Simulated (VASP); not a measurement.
# TlAsF4 (P2/m) in VASP: a series of runs

TlAsF4 is run at these levels: PBEsol; tasks: single point, relaxation of cell and atoms.

All numbers are computed with VASP 6.6.1; they aren't measurements. Logs are shortened: lines on timing, memory, paths and dates and some standing lists are left out, and cuts for length are marked.

### Step 1. The cell of the first run

It takes space group P2/m (No. 10, monoclinic). The conventional cell has a = 5.172 Å, b = 3.376 Å, c = 7.113 Å, α = 90.00°, β = 108.76°, γ = 90.00°. Tl (site symmetry 2/m) has 6 F at 2.74 to 2.93 Å and 2 Tl at 3.38 Å within 3.6 Å. As (site symmetry 2/m) has 6 F at 1.98 to 2.14 Å within 2.6 Å. Within 2.6 Å of F (site symmetry m) lie 1 As at 1.98 Å. Within 3.1 Å of F (site symmetry m) lie 2 As at 2.14 Å and 6 F at 2.62 to 3.00 Å and 1 Tl at 2.93 Å.

### Step 2. Single point, PBEsol

Contents of INCAR:

```
SYSTEM = TlAsF4
PREC = Accurate ; ENCUT = 600
EDIFF = 1E-6 ; ISMEAR = -1
SIGMA = 0.03 ; LREAL = .FALSE.
LASPH = .TRUE. ; NELM = 120
ALGO = Normal ; ISIF = 2
LWAVE = .FALSE. ; LCHARG = .TRUE.
GGA = PS ; LELF = .TRUE.
LVHAR = .TRUE. ; NBANDS = 32
GGA_COMPAT = .FALSE.
```

Contents of KPOINTS:

```
Automatic mesh
0
G
  4 6 4
  0 0 0
```

Contents of POSCAR:

```
TlAsF4
1.0
    5.0871233284      0.0000000000     -0.9316794138
    0.0000000000      3.3760270580      0.0000000000
   -1.0372847431      0.0000000000      7.0369340669
Tl As F
1 1 4
Direct
    0.0000000000      0.5000000000      0.5000000000
    0.0000000000      0.0000000000      0.0000000000
    0.2153113724      0.0000000000      0.2851881899
    0.2102697213      0.5000000000      0.9349561942
    0.7897302787      0.5000000000      0.0650438058
    0.7846886276      0.0000000000      0.7148118101
```

Potentials or basis: VASP PAW PBE potentials, release 64 (Tl_d, As, F).

Run with:

```
cat potpaw_PBE.64/Tl_d/POTCAR potpaw_PBE.64/As/POTCAR potpaw_PBE.64/F/POTCAR > POTCAR
mpirun -np 1 vasp_std > vasp.out
```

OUTCAR:

```text
SYSTEM = TlAsF4
   PREC = Accurate
   ENCUT = 600
   EDIFF = 1E-6
   ISMEAR = -1
   LREAL = .FALSE.
   LASPH = .TRUE.
   NELM = 120
   ISIF = 2
   GGA = PS

 ion  position               nearest neighbor table
   1  0.000  0.500  0.500-   3 2.74   6 2.74   3 2.74   6 2.74   5 2.93   4 2.93
   2  0.000  0.000  0.000-   3 1.98   6 1.98   5 2.14   4 2.14   4 2.14   5 2.14
   3  0.215  0.000  0.285-   2 1.98   1 2.74   1 2.74
   4  0.210  0.500  0.935-   2 2.14   2 2.14   1 2.93
   5  0.790  0.500  0.065-   2 2.14   2 2.14   1 2.93
   6  0.785  0.000  0.715-   2 1.98   1 2.74   1 2.74

  LATTYP: Found a simple monoclinic cell.
 ALAT       =     5.1717357133
 B/A-ratio  =     0.6527841416
 C/A-ratio  =     1.3753552975
 COS(beta)  =    -0.3216665634

  Lattice vectors:

 A1 = (   5.0871233284,   0.0000000000,  -0.9316794138)
 A2 = (   0.0000000000,   3.3760270580,   0.0000000000)
 A3 = (  -1.0372847431,   0.0000000000,   7.0369340669)

Analysis of symmetry for initial positions (statically):
=====================================================================
 Subroutine PRICEL returns:
 Original cell was already a primitive cell.

 Routine SETGRP: Setting up the symmetry group for a
 simple monoclinic supercell.

 Subroutine GETGRP returns: Found  4 space group operations
 (whereof  4 operations were pure point group operations)
 out of a pool of  4 trial point group operations.

The static configuration has the point symmetry C_2h.

Analysis of symmetry for dynamics (positions and initial velocities):
=====================================================================
 Subroutine PRICEL returns:
 Original cell was already a primitive cell.

 Routine SETGRP: Setting up the symmetry group for a
 simple monoclinic supercell.

 Subroutine GETGRP returns: Found  4 space group operations
 (whereof  4 operations were pure point group operations)
 out of a pool of  4 trial point group operations.

The dynamic configuration has the point symmetry C_2h.

 Subroutine INISYM returns: Found  4 space group operations
 (whereof  4 operations are pure point group operations),
 and found     1 'primitive' translations

----------------------------------------------------------------------------------------

                                     Primitive cell

  volume of cell :     117.5915

  direct lattice vectors                    reciprocal lattice vectors
     5.087123328  0.000000000 -0.931679414     0.202028838  0.000000000  0.029780218
     0.000000000  3.376027058  0.000000000     0.000000000  0.296206157  0.000000000
    -1.037284743  0.000000000  7.036934067     0.026748312  0.000000000  0.146050198

  length of vectors
     5.171735713  3.376027058  7.112974111     0.204211931  0.296206157  0.148479401

  position of ions in fractional coordinates (direct lattice)
     0.000000000  0.500000000  0.500000000
     0.000000000  0.000000000  0.000000000
     0.215311372  0.000000000  0.285188190
     0.210269721  0.500000000  0.934956194
     0.789730279  0.500000000  0.065043806
     0.784688628  0.000000000  0.714811810

  ion indices of the primitive-cell ions
   primitive index   ion index
                 1           1
                 2           2
                 3           3
                 4           4
                 5           5
                 6           6

----------------------------------------------------------------------------------------

 KPOINTS: Automatic mesh

Automatic generation of k-mesh.
 Grid dimensions read from file:
 generate k-points for:    4    6    4

 Generating k-lattice:

  Cartesian coordinates                     Fractional coordinates (reciprocal lattice)
     0.050507210  0.000000000  0.007445055     0.250000000  0.000000000  0.000000000
     0.000000000  0.049367693  0.000000000     0.000000000  0.166666667  0.000000000
     0.006687078  0.000000000  0.036512550     0.000000000  0.000000000  0.250000000

  Length of vectors
     0.051052983  0.049367693  0.037119850

  Shift w.r.t. Gamma in fractional coordinates (k-lattice)
     0.000000000  0.000000000  0.000000000

 Subroutine IBZKPT returns following result:
 ===========================================

 Found     40 irreducible k-points:

 Following reciprocal coordinates:
            Coordinates               Weight
  0.000000  0.000000  0.000000      1.000000
  0.250000  0.000000  0.000000      2.000000
  0.500000  0.000000  0.000000      1.000000
  0.000000  0.166667  0.000000      2.000000
  0.250000  0.166667  0.000000      4.000000
  0.500000  0.166667  0.000000      2.000000
[... 16 lines left out ...]
  0.500000  0.333333  0.250000      4.000000
 -0.250000  0.333333  0.250000      4.000000
 [... further k-points ...]
   k-points           NKPTS =     40   k-points in BZ     NKDIM =     40   number of bands    NBANDS=     32
   number of dos      NEDOS =    301   number of ions     NIONS =      6
   total plane-waves  NPLWV =  70560
   dimension x,y,z NGX =    42 NGY =   28 NGZ =   60
   dimension x,y,z NGXF=    84 NGYF=   56 NGZF=  120
   ions per type =               1   1   4
   NGX,Y,Z   is equivalent  to a cutoff of  13.50, 13.79, 14.02 a.u.
   NGXF,Y,Z  is equivalent  to a cutoff of  27.00, 27.58, 28.05 a.u.
 SYSTEM =  TlAsF4
   PREC   = accura    normal or accurate (medium, high low for compatibility)
   ISTART =      0    job   : 0-new  1-cont  2-samecut
   ICHARG =      2    charge: 1-file 2-atom 10-const
   ISPIN  =      1    spin polarized calculation?
   LNONCOLLINEAR =      F non collinear calculations
   LSORBIT =      F    spin-orbit coupling
   LASPH  =      T    aspherical Exc in radial PAW
   ENCUT  =  600.0 eV  44.10 Ry    6.64 a.u.  10.33  6.74 14.21*2*pi/ulx,y,z
   NELM   =    120;   NELMIN=  2; NELMDL= -5     # of ELM steps
   EDIFF  = 0.1E-05   stopping-criterion for ELM
   LREAL  =      F    real-space projection
   EDIFFG = 0.1E-04   stopping-criterion for IOM
   NSW    =      0    number of steps for IOM
   IBRION =     -1    ionic relax: 0-MD 1-quasi-New 2-CG
   NFREE  =      0    steps in history (QN), initial steepest desc. (CG)
   ISIF   =      2    stress and relaxation
   ISYM   =      2    0-nonsym 1-usesym 2-fastsym
   POTIM  = 0.5000    time-step for ionic-motion
   TEBEG  =    0.0;   TEEND  =   0.0 temperature during run
   PSTRESS=    0.0 pullay stress
   NELECT =      46.0000    total number of electrons
   NUPDOWN=      -1.0000    fix difference up-down
   EMIN   =  10.00;   EMAX   =-10.00  energy-range for DOS
   EFERMI =   0.00;   METHOD = LEGACY
   ISMEAR =    -1;   SIGMA  =   0.03  broadening in eV -4-tet -1-fermi 0-gaus
   EFERMI_NEDOS =   21; number of points for ismear=-14 and -15
   IALGO  =     38    algorithm
   IMIX   =      4    mixing-type and parameters
     AMIX     =   0.40;   BMIX     =  1.00
     AMIX_MAG =   1.60;   BMIX_MAG =  1.00
  volume/ion in A,a.u.               =      19.60       132.26
  Fermi-wavevector in a.u.,A,eV,Ry     =   1.197298  2.262564 19.504243  1.433521
  Thomas-Fermi vector in A             =   2.333216
   LORBIT       =      0    0 simple, 1 ext, 2 COOP (PROOUT), +10 PAW based schemes
   GGA     = PS    functional components
   LHFCALC =     F    Hartree Fock is set to
   AEXX    =    0.0000 exact exchange contribution
   IVDW    =     0    specifies the selected vdW correction
   LEPSILON=     F    determine dielectric tensor
   LRPA    =     F    only Hartree local field effects (RPA)
 non-spin polarized calculation
  energy-cutoff  :      600.00
  volume of cell :      117.59
 maximum number of plane-waves:      3944
 NGX is ok and might be reduce to    42
   NGX = 21   NGY = 13   NGZ = 29

 number of electron      45.9999989 magnetization

 Free energy of the ion-electron system (eV)
  ---------------------------------------------------
  ext. energy  EPLUGINS =         0.00000000
  ---------------------------------------------------
  free energy    TOTEN  =       -26.32812981 eV

  energy without entropy =      -26.32812981  energy(sigma->0) =      -26.32812981

 E-fermi :   0.6477     XC(G=0):  -8.3187

 val. band max:        0.0054456525   @ k =   0.2500   0.5000   0.2500
 cond. band min:       2.0596624540   @ k =   0.5000   0.0000   0.0000
 fundamental gap:      2.0542168015
 Fermi energy:         0.6477395053

 k-point     1 :       0.0000    0.0000    0.0000
  band No.  band energies     occupation
      1     -22.6475      2.00000
      2     -21.9608      2.00000
      3     -21.6651      2.00000
      4     -21.5535      2.00000
      5      -9.8927      2.00000
      6      -9.6202      2.00000
[... 24 lines left out ...]
     31      10.3944      0.00000
     32      11.4432      0.00000

 k-point     2 :       0.2500    0.0000    0.0000
  band No.  band energies     occupation
      1     -22.6189      2.00000
      2     -21.9962      2.00000
      3     -21.6747      2.00000
      4     -21.5413      2.00000
      5      -9.8912      2.00000
      6      -9.5926      2.00000
[... 24 lines left out ...]
     31      10.3970      0.00000
     32      10.5623      0.00000

 k-point     3 :       0.5000    0.0000    0.0000
  band No.  band energies     occupation
      1     -22.5869      2.00000
      2     -22.0343      2.00000
      3     -21.6838      2.00000
      4     -21.5301      2.00000
      5      -9.8899      2.00000
      6      -9.5658      2.00000
[... 24 lines left out ...]
     31      10.7895      0.00000
     32      11.8083      0.00000

 k-point     4 :       0.0000    0.1667    0.0000
  band No.  band energies     occupation
      1     -22.5713      2.00000
      2     -21.9275      2.00000
      3     -21.6575      2.00000
      4     -21.5772      2.00000
      5      -9.8514      2.00000
      6      -9.7111      2.00000
[... 654 lines left out ...]
     31      10.4686      0.00000
     32      11.3401      0.00000

 k-point    23 :       0.5000    0.3333    0.2500
  band No.  band energies     occupation
      1     -22.3293      2.00000
      2     -21.9329      2.00000
      3     -21.6546      2.00000
      4     -21.6338      2.00000
      5     -10.2526      2.00000
      6      -9.5951      2.00000
[... 24 lines left out ...]
     31      10.3078      0.00000
     32      11.7985      0.00000

 k-point    24 :      -0.2500    0.3333    0.2500
  band No.  band energies     occupation
      1     -22.3641      2.00000
      2     -21.8931      2.00000
      3     -21.6470      2.00000
      4     -21.6429      2.00000
      5     -10.2718      2.00000
      6      -9.5937      2.00000
[... 24 lines left out ...]
     31      10.5302      0.00000
     32      11.4112      0.00000

 [... further k-points ...]

------------------------ aborting loop because EDIFF is reached ----------------------------------------

  FORCE on cell =-STRESS in cart. coord.  units (eV):
  Direction    XX          YY          ZZ          XY          YZ          ZX
  --------------------------------------------------------------------------------------
  -------------------------------------------------------------------------------------
  Total       -0.1403117     -0.1279244     -0.0391917      0.0000000      0.0000000      0.0232746
  in kB       -1.9117389     -1.7429617     -0.5339844      0.0000000      0.0000000      0.3171149
  external PRESSURE =      -1.3962283 kB  Pullay stress =       0.0000000 kB

 VOLUME and BASIS-vectors are now :
 -----------------------------------------------------------------------------
  energy-cutoff  :      600.00
  volume of cell :      117.59
      direct lattice vectors                 reciprocal lattice vectors
     5.087123328  0.000000000 -0.931679414     0.202028838  0.000000000  0.029780218
     0.000000000  3.376027058  0.000000000     0.000000000  0.296206157  0.000000000
    -1.037284743  0.000000000  7.036934067     0.026748312  0.000000000  0.146050198

 POSITION                                       TOTAL-FORCE (eV/Angst)
 -----------------------------------------------------------------------------------
     -0.51864      1.68801      3.51847         0.000000     -0.000000      0.000000
      0.00000      0.00000      0.00000         0.000000     -0.000000      0.000000
      0.79949      0.00000      1.80625         0.009765     -0.000000      0.039447
      0.09985      1.68801      6.38332         0.005007      0.000000     -0.008268
      3.94999      1.68801     -0.27807        -0.005007     -0.000000      0.008268
      3.25034      0.00000      4.29901        -0.009765     -0.000000     -0.039447
 -----------------------------------------------------------------------------------
    total drift:                                0.000000     -0.000000      0.000000

  FREE ENERGIE OF THE ION-ELECTRON SYSTEM (eV)
  ---------------------------------------------------
  free  energy   TOTEN  =       -26.3281298071 eV

  energy  without entropy=      -26.3281298071  energy(sigma->0) =      -26.32812981
```

It took 2.1 min on 1 thread of Intel Xeon 6975P-C (Granite Rapids), shared host; peak memory 0.35 GiB.

What came out:

```
Free energy            : -26.3281 eV
Pressure               : -0.1 GPa
Largest force          : 0.041 eV/Å
Band gap on the k mesh : 2.05 eV (least direct gap 2.43 eV)
```

Forces on the atoms (eV/Å):
```
Tl   0.000  0.000  0.000
As   0.000  0.000  0.000
F    0.010  0.000  0.039
F    0.005  0.000 -0.008
F   -0.005  0.000  0.008
F   -0.010  0.000 -0.039
```

Levels at points of the mesh, in eV from the valence-band top:
| k point | band 19 | band 20 | band 21 | band 22 | band 23 | band 24 | band 25 | band 26 | band 27 | band 28 |
| --- | --- | --- | --- | --- | --- | --- | --- | --- | --- | --- |
| (0.00, 0.00, 0.00) | -2.54 | -2.53 | -2.53 | -2.27 | -0.65 | 2.37 | 4.30 | 5.21 | 5.69 | 7.44 |
| (0.50, 0.00, 0.00) | -2.60 | -2.55 | -2.52 | -1.93 | -0.56 | 2.05 | 3.42 | 5.25 | 5.73 | 7.32 |
| (0.00, 0.50, 0.00) | -2.88 | -2.65 | -2.39 | -0.85 | -0.14 | 2.83 | 4.69 | 5.00 | 6.14 | 6.27 |
| (0.50, 0.50, 0.00) | -2.72 | -2.66 | -2.64 | -0.92 | 0.00 | 3.05 | 4.92 | 4.97 | 5.42 | 5.98 |
| (0.00, 0.00, 0.50) | -2.61 | -2.57 | -2.43 | -1.74 | -1.07 | 2.57 | 3.84 | 5.71 | 5.97 | 6.03 |
| (0.50, 0.00, 0.50) | -2.64 | -2.45 | -2.44 | -1.58 | -1.06 | 2.23 | 3.61 | 5.54 | 5.74 | 6.18 |
| (0.00, 0.50, 0.50) | -2.84 | -2.81 | -2.50 | -1.04 | 0.00 | 2.43 | 4.46 | 5.06 | 6.47 | 6.49 |
| (0.50, 0.50, 0.50) | -2.85 | -2.79 | -2.61 | -1.13 | -0.04 | 2.77 | 4.63 | 4.98 | 5.83 | 6.46 |

Caveat: the PAW data sets were made with another functional, which shifts forces and pressure a little; spin-orbit coupling is left out, which moves the levels of the heavy elements. A k mesh can miss the band edges.

(Part 1 of 2 ends here.)
